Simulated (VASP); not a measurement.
# CsH in VASP: notebook, part 2 of 2

VASP 6.6.1.

### 5 Single point, LDA

This run uses another cell than the first one, of 28.40 Å³/atom.

Input file INCAR:

```
SYSTEM = CsH
ALGO = Normal
EDIFF = 1E-6
ENCUT = 520
ISIF = 2
ISMEAR = 0
LASPH = .True.
LCHARG = .False.
LREAL = .False.
LWAVE = .False.
NBANDS = 18
NELM = 60
PREC = Accurate
SIGMA = 0.02
```

Input file KPOINTS:

```
k-points
0
Gamma
  6 6 6
  0 0 0
```

Input file POSCAR:

```
CsH
1.0
    3.0511182310      3.0511182310      0.0000000000
   -3.0511182310      3.0511182310      0.0000000000
    0.0000000000      0.0000000000      6.1022364620
Cs H
2 2
Direct
    0.0000000000      0.0000000000      0.0000000000
    0.5000000000      0.5000000000      0.5000000000
    0.5000000000      0.5000000000      0.0000000000
    0.0000000000      0.0000000000      0.5000000000
```

Potentials or basis: VASP PAW LDA potentials, release 64 (Cs_sv, H).

Run with:

```bash
> cat potpaw_LDA.64/Cs_sv/POTCAR potpaw_LDA.64/H/POTCAR > POTCAR
> mpirun -np 1 vasp_std > vasp.out
```

OUTCAR:

```text
SYSTEM = CsH
   EDIFF = 1E-6
   ENCUT = 520
   ISIF = 2
   ISMEAR = 0
   LASPH = .True.
   LREAL = .False.
   NELM = 60
   PREC = Accurate

 ion  position               nearest neighbor table
   1  0.000  0.000  0.000-
   2  0.500  0.500  0.500-
   3  0.500  0.500  0.000-
   4  0.000  0.000  0.500-

  LATTYP: Found a simple tetragonal cell.
 ALAT       =     4.3149327827
 C/A-ratio  =     1.4142135624

  Lattice vectors:

 A1 = (   3.0511182310,   3.0511182310,   0.0000000000)
 A2 = (  -3.0511182310,   3.0511182310,   0.0000000000)
 A3 = (   0.0000000000,   0.0000000000,   6.1022364620)

Analysis of symmetry for initial positions (statically):
=====================================================================
 Subroutine PRICEL returns following result:

  LATTYP: Found a face centered cubic cell.
 ALAT       =     6.1022364620

  Lattice vectors:

 A1 = (   0.0000000000,  -3.0511182310,  -3.0511182310)
 A2 = (   3.0511182310,   0.0000000000,  -3.0511182310)
 A3 = (   3.0511182310,  -3.0511182310,  -0.0000000000)

   2 primitive cells build up your supercell.

 Routine SETGRP: Setting up the symmetry group for a
 simple tetragonal supercell.

 Subroutine GETGRP returns: Found 16 space group operations
 (whereof 16 operations were pure point group operations)
 out of a pool of 16 trial point group operations.

The static configuration has the point symmetry D_4h.

Analysis of symmetry for dynamics (positions and initial velocities):
=====================================================================
 Subroutine PRICEL returns following result:

  LATTYP: Found a face centered cubic cell.
 ALAT       =     6.1022364620

  Lattice vectors:

 A1 = (   0.0000000000,  -3.0511182310,  -3.0511182310)
 A2 = (   3.0511182310,   0.0000000000,  -3.0511182310)
 A3 = (   3.0511182310,  -3.0511182310,  -0.0000000000)

   2 primitive cells build up your supercell.

 Routine SETGRP: Setting up the symmetry group for a
 simple tetragonal supercell.

 Subroutine GETGRP returns: Found 16 space group operations
 (whereof 16 operations were pure point group operations)
 out of a pool of 16 trial point group operations.

The dynamic configuration has the point symmetry D_4h.

 Subroutine INISYM returns: Found 16 space group operations
 (whereof 16 operations are pure point group operations),
 and found     2 'primitive' translations

----------------------------------------------------------------------------------------

                                     Primitive cell

  volume of cell :      56.8077

  direct lattice vectors                    reciprocal lattice vectors
     0.000000000 -3.051118231 -3.051118231    -0.163874344 -0.163874344 -0.163874344
     3.051118231  0.000000000 -3.051118231     0.163874344  0.163874344 -0.163874344
     3.051118231 -3.051118231 -0.000000000     0.163874344 -0.163874344  0.163874344

  length of vectors
     4.314932783  4.314932783  4.314932783     0.283838691  0.283838691  0.283838691

  position of ions in fractional coordinates (direct lattice)
     0.000000000  0.000000000  0.000000000
     0.500000000  0.500000000  0.500000000

[... 26 lines left out ...]
 Subroutine IBZKPT returns following result:
 ===========================================

 Found     40 irreducible k-points:

 Following reciprocal coordinates:
            Coordinates               Weight
  0.000000  0.000000  0.000000      1.000000
  0.166667  0.000000  0.000000      4.000000
  0.333333  0.000000  0.000000      4.000000
  0.500000  0.000000  0.000000      2.000000
  0.166667  0.166667  0.000000      4.000000
  0.333333  0.166667  0.000000      8.000000
[... 16 lines left out ...]
  0.333333  0.000000  0.333333      8.000000
  0.500000  0.000000  0.333333      4.000000
 [... further k-points ...]
   k-points           NKPTS =     40   k-points in BZ     NKDIM =     40   number of bands    NBANDS=     18
   number of dos      NEDOS =    301   number of ions     NIONS =      4
   total plane-waves  NPLWV =  49152
   dimension x,y,z NGX =    32 NGY =   32 NGZ =   48
   dimension x,y,z NGXF=    64 NGYF=   64 NGZF=   96
   ions per type =               2   2
   NGX,Y,Z   is equivalent  to a cutoff of  12.33, 12.33, 13.08 a.u.
   NGXF,Y,Z  is equivalent  to a cutoff of  24.66, 24.66, 26.15 a.u.
 SYSTEM =  CsH
   PREC   = accura    normal or accurate (medium, high low for compatibility)
   ISTART =      0    job   : 0-new  1-cont  2-samecut
   ICHARG =      2    charge: 1-file 2-atom 10-const
   ISPIN  =      1    spin polarized calculation?
   LNONCOLLINEAR =      F non collinear calculations
   LSORBIT =      F    spin-orbit coupling
   LASPH  =      T    aspherical Exc in radial PAW
   ENCUT  =  520.0 eV  38.22 Ry    6.18 a.u.   8.02  8.02 11.35*2*pi/ulx,y,z
   NELM   =     60;   NELMIN=  2; NELMDL= -5     # of ELM steps
   EDIFF  = 0.1E-05   stopping-criterion for ELM
   LREAL  =      F    real-space projection
   EDIFFG = 0.1E-04   stopping-criterion for IOM
   NSW    =      0    number of steps for IOM
   IBRION =     -1    ionic relax: 0-MD 1-quasi-New 2-CG
   NFREE  =      0    steps in history (QN), initial steepest desc. (CG)
   ISIF   =      2    stress and relaxation
   ISYM   =      2    0-nonsym 1-usesym 2-fastsym
   POTIM  = 0.5000    time-step for ionic-motion
   TEBEG  =    0.0;   TEEND  =   0.0 temperature during run
   PSTRESS=    0.0 pullay stress
   NELECT =      20.0000    total number of electrons
   NUPDOWN=      -1.0000    fix difference up-down
   EMIN   =  10.00;   EMAX   =-10.00  energy-range for DOS
   EFERMI =   0.00;   METHOD = LEGACY
   ISMEAR =     0;   SIGMA  =   0.02  broadening in eV -4-tet -1-fermi 0-gaus
   EFERMI_NEDOS =   21; number of points for ismear=-14 and -15
   IALGO  =     38    algorithm
   IMIX   =      4    mixing-type and parameters
     AMIX     =   0.40;   BMIX     =  1.00
     AMIX_MAG =   1.60;   BMIX_MAG =  1.00
  volume/ion in A,a.u.               =      28.40       191.68
  Fermi-wavevector in a.u.,A,eV,Ry     =   0.917499  1.733822 11.453455  0.841805
  Thomas-Fermi vector in A             =   2.042475
   LORBIT       =      0    0 simple, 1 ext, 2 COOP (PROOUT), +10 PAW based schemes
   GGA     = CA    functional components
   LHFCALC =     F    Hartree Fock is set to
   AEXX    =    0.0000 exact exchange contribution
   IVDW    =     0    specifies the selected vdW correction
   LEPSILON=     F    determine dielectric tensor
   LRPA    =     F    only Hartree local field effects (RPA)
 non-spin polarized calculation
 Gauss-broadening in eV      SIGMA  =   0.02
  energy-cutoff  :      520.00
  volume of cell :      113.62
 maximum number of plane-waves:      3092
   NGX = 17   NGY = 17   NGZ = 23

 number of electron      20.0000006 magnetization

 Free energy of the ion-electron system (eV)
  ---------------------------------------------------
  ext. energy  EPLUGINS =         0.00000000
  ---------------------------------------------------
  free energy    TOTEN  =        -9.84674797 eV

  energy without entropy =       -9.84674797  energy(sigma->0) =       -9.84674797

 E-fermi :   0.8415     XC(G=0):  -8.0151

 val. band max:        0.7450591913   @ k =   0.5000   0.0000   0.5000
 cond. band min:       2.4725304966   @ k =   0.5000   0.0000   0.5000
 fundamental gap:      1.7274713053
 Fermi energy:         0.8415330521

 k-point     1 :       0.0000    0.0000    0.0000
  band No.  band energies     occupation
      1     -20.8235      2.00000
      2     -20.6454      2.00000
      3      -8.1666      2.00000
      4      -7.5074      2.00000
      5      -7.5074      2.00000
      6      -7.1042      2.00000
[... 481 lines left out ...]
      5      -7.3073      2.00000
      6      -7.3073      2.00000
[... 10 lines left out ...]
     17       7.9690      0.00000
     18       7.9690      0.00000

 [... further k-points ...]

------------------------ aborting loop because EDIFF is reached ----------------------------------------

  FORCE on cell =-STRESS in cart. coord.  units (eV):
  Direction    XX          YY          ZZ          XY          YZ          ZX
  --------------------------------------------------------------------------------------
  -------------------------------------------------------------------------------------
  Total        0.0174621      0.0174621      0.0168865      0.0000000      0.0000000     -0.0000000
  in kB        0.2462468      0.2462468      0.2381290      0.0000000      0.0000000     -0.0000000
  external PRESSURE =       0.2435409 kB  Pullay stress =       0.0000000 kB

 VOLUME and BASIS-vectors are now :
 -----------------------------------------------------------------------------
  energy-cutoff  :      520.00
  volume of cell :      113.62
      direct lattice vectors                 reciprocal lattice vectors
     3.051118231  3.051118231  0.000000000     0.163874344  0.163874344  0.000000000
    -3.051118231  3.051118231  0.000000000    -0.163874344  0.163874344  0.000000000
     0.000000000  0.000000000  6.102236462     0.000000000  0.000000000  0.163874344

 POSITION                                       TOTAL-FORCE (eV/Angst)
 -----------------------------------------------------------------------------------
      0.00000      0.00000      0.00000        -0.000000      0.000000     -0.000000
      0.00000      3.05112      3.05112        -0.000000      0.000000      0.000000
      0.00000      3.05112      0.00000         0.000000     -0.000000     -0.000000
      0.00000      0.00000      3.05112         0.000000     -0.000000     -0.000000
 -----------------------------------------------------------------------------------
    total drift:                               -0.000000      0.000000     -0.000000

  FREE ENERGIE OF THE ION-ELECTRON SYSTEM (eV)
  ---------------------------------------------------
  free  energy   TOTEN  =        -9.8467479728 eV

  energy  without entropy=       -9.8467479728  energy(sigma->0) =       -9.84674797
```

OSZICAR:

```text
N       E                     dE             d eps       ncg     rms          rms(c)
DAV:   1     0.108335186546E+03    0.10834E+03   -0.82060E+03  1440   0.933E+02
DAV:   2    -0.171163254274E+01   -0.11005E+03   -0.10577E+03  1842   0.156E+02
DAV:   3    -0.114173541161E+02   -0.97057E+01   -0.96846E+01  1856   0.519E+01
DAV:   4    -0.115126195137E+02   -0.95265E-01   -0.95248E-01  1806   0.594E+00
DAV:   5    -0.115131619572E+02   -0.54244E-03   -0.54242E-03  1802   0.447E-01    0.515E+00
DAV:   6    -0.101413321072E+02    0.13718E+01   -0.15128E+00  1546   0.399E+00    0.219E+00
DAV:   7    -0.983652912378E+01    0.30480E+00   -0.16883E+00  1556   0.357E+00    0.858E-01
DAV:   8    -0.986376007134E+01   -0.27231E-01   -0.17691E-01  1532   0.152E+00    0.540E-01
DAV:   9    -0.984643488561E+01    0.17325E-01   -0.43344E-02  1566   0.653E-01    0.774E-02
DAV:  10    -0.984683663932E+01   -0.40175E-03   -0.56432E-03  1674   0.236E-01    0.635E-02
DAV:  11    -0.984677653145E+01    0.60108E-04   -0.16580E-04  1672   0.494E-02    0.237E-02
DAV:  12    -0.984674736218E+01    0.29169E-04   -0.15383E-04  1570   0.356E-02    0.204E-03
DAV:  13    -0.984674797275E+01   -0.61057E-06   -0.68399E-06  1440   0.999E-03
   1 F= -.98467480E+01 E0= -.98467480E+01  d E =-.164018E-13
```

It took 80 s on 1 thread of Intel Xeon 8259CL, shared host; peak memory 0.22 GiB.

Results:

* Free energy: -9.8467 eV
* Pressure: 0.0 GPa
* Band gap on the k mesh: 1.73 eV

Levels at points of the mesh, in eV from the valence-band top:
```csv
k point,band 6,band 7,band 8,band 9,band 10,band 11,band 12,band 13,band 14,band 15
"(0.00, 0.00, 0.00)",-7.85,-7.85,-7.85,-2.18,-1.65,2.53,4.93,4.93,4.93,5.83
"(0.50, 0.00, 0.00)",-8.34,-7.99,-7.99,-0.57,-0.57,2.88,2.88,3.84,3.84,5.23
"(0.50, 0.50, 0.00)",-8.25,-8.25,-8.25,-1.65,-1.65,2.53,2.53,5.83,5.83,8.48
"(0.00, 0.00, 0.50)",-8.06,-8.06,-8.06,-1.27,-1.27,3.39,3.39,4.16,4.16,5.97
"(0.50, 0.00, 0.50)",-7.99,-7.99,-7.99,0.00,0.00,1.73,1.73,4.45,4.45,4.45
"(0.50, 0.50, 0.50)",-8.60,-8.33,-8.33,-1.04,-1.04,3.91,3.91,3.91,3.91,5.06
```

Caveat: spin-orbit coupling is left out, which moves the levels of the heavy elements.

### 6 The runs side by side

```tsv
cell	gap on the mesh (eV)	pressure (GPa)
a = 4.314, b = 4.314, c = 5.980 Å, 4 atoms	1.69	0.3
a = 4.337, b = 4.337, c = 5.980 Å, 4 atoms	1.70	0.2
a = 4.315, b = 4.315, c = 6.102 Å, 4 atoms	1.73	0.0
```

Alike in all rows: task single point; level LDA; potentials or basis VASP PAW LDA potentials, release 64 (Cs_sv, H); no spin polarisation; k mesh 6 × 6 × 6; cutoff (eV) 520; smearing gaussian 0.02 eV.

Caveats: spin-orbit coupling is left out, which moves the levels of the heavy elements.

Total energies depend on the potentials used, so only differences within one code and one set of settings carry meaning.
